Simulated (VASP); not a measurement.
Crystal: P.

```
CELL_PARAMETERS angstrom
4.82351 0.00000 0.00000
0.00000 4.82351 0.00000
0.00000 0.00000 2.28135
ATOMIC_POSITIONS crystal
P 0.50000 0.00000 0.50000
P 0.00000 0.50000 0.50000
P 0.50000 0.50000 0.50000
```

| Item | Value |
| --- | --- |
| Program | VASP 6.6.1 |
| Task | relaxation of cell and atoms |
| Functional | PBE |
| Potentials or basis | VASP PAW PBE potentials, release 64 (P) |
| Cutoff | 600 eV |
| k mesh | 10 × 10 × 20 |
| Occupations | gaussian, width 0.1 eV |
| Spin | no spin polarisation |

At the start: pressure 1.2 GPa; volume 17.69 Å³/atom.

Where does the relaxation end?

Over 8 steps the energy falls by 5.9 meV/atom and the volume is 17.78 Å³/atom (+0.5 %); space group P4/mmm (No. 123, to 0.05 Å).

Step by step:
| step | energy change (eV) | largest force (eV/Å) | pressure (GPa) | volume (Å³) |
| --- | --- | --- | --- | --- |
| 1 | 0.0000 | 0.0000 | 1.17 | 53.08 |
| 2 | -0.0150 | 0.0000 | -1.12 | 54.06 |
| 3 | -0.0163 | 0.0000 | -0.67 | 53.87 |
| 4 | -0.0177 | 0.0000 | -0.12 | 53.39 |
| 5 | -0.0177 | 0.0000 | -0.12 | 53.40 |
| 6 | -0.0177 | 0.0000 | -0.15 | 53.41 |
| 7 | -0.0177 | 0.0000 | 0.05 | 53.30 |
| 8 | -0.0177 | 0.0000 | 0.01 | 53.33 |

Final structure:
```xyz
3
Lattice="4.7901 0.0000 0.0000 0.0000 4.7901 0.0000 0.0000 0.0000 2.3243" Properties=species:S:1:pos:R:3 pbc="T T T"
P     2.3950    0.0000    1.1622
P     4.7901    2.3950    1.1622
P     2.3950    2.3950    1.1622
```
